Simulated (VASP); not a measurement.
Wanted: the native input for a VASP 6.6.1 run.

| Property | Result |
| --- | --- |
| Task | single point |
| Functional | PBE |
| Potentials or basis | VASP PAW PBE potentials, release 64 (H) |
| Cutoff | 500 eV |
| k mesh | 8 × 8 × 22 |
| Occupations | fermi-dirac, width 0.0680285 eV |
| Spin | no spin polarisation |
| Dipole correction | no |
| Further INCAR settings | ALGO = Normal; EDIFF = 1e-06; NBANDS = 6 |

The structure of H lies in POSCAR:

```
H
1.0
    2.6496387389      0.0000000000      0.0000000000
    0.0000000000      2.6496387389      0.0000000000
    0.0000000000      0.0000000000      0.9804929200
H
1
Direct
    0.0000000000      0.0000000000      0.5000000000
```

The input as run:

INCAR

```
ALGO = Normal ; EDIFF = 1E-6
ENCUT = 500 ; GGA = PE
GGA_COMPAT = False ; ISIF = 2
ISMEAR = -1 ; LASPH = True
LCHARG = False ; LREAL = False
LWAVE = False ; NBANDS = 6
NELM = 120 ; PREC = Accurate
SIGMA = 0.06802846561497
```

KPOINTS

```
k-points
0
Gamma
  8 8 22
```

Potentials or basis: VASP PAW PBE potentials, release 64 (H).

Command:

```console
$ cat potpaw_PBE.64/H/POTCAR > POTCAR
$ mpirun -np 1 vasp_std > vasp.out
```

Results of the run:

* Pressure: 1.4 GPa

Wall time 2.7 s on 1 thread of Intel(R) Xeon(R) Platinum 8481C CPU @ 2.70GHz (Sapphire Rapids), with other jobs on the host, peak memory 0.1 GiB.
